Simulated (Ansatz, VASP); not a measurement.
Cd2SO: VASP beside Ansatz

```xyz
4
Lattice="-2.2667 2.2667 3.8552 2.2667 -2.2667 3.8552 2.2667 2.2667 -3.8552" Properties=species:S:1:pos:R:3 pbc="T T T"
Cd    0.0000    0.0000    5.6669
Cd    0.0000    0.0000    2.0435
S     0.0000    0.0000    3.8552
O     0.0000    0.0000    0.0000
```

Alike in both runs: task single point; functional PBE; k mesh 6 × 6 × 6; occupations gaussian, width 0.1 eV; no spin polarisation.

```csv
,VASP,Ansatz
version,VASP 6.6.1,Ansatz 0.2.0
potentials or method,"VASP PAW PBE potentials, release 64 (Cd_sv_GW, S, O), cutoff 600 eV","scalar-relativistic, plane waves, PAW"
valence electrons in the cell,52,52
```

Ansatz gave:

| Quantity | Value |
| --- | --- |
| gap on the k mesh at the Fermi level (eV) | none |
| rms of the force components (eV/Å) | 7.553 |

Problem. Which values does VASP return?

Solution. gap on the k mesh at the Fermi level (eV): none; rms of the force components (eV/Å): 7.471.

Atom by atom the forces differ by 0.082 eV/Å (rms over components). A gap of «none» marks a metal or a gap that the smearing closes.
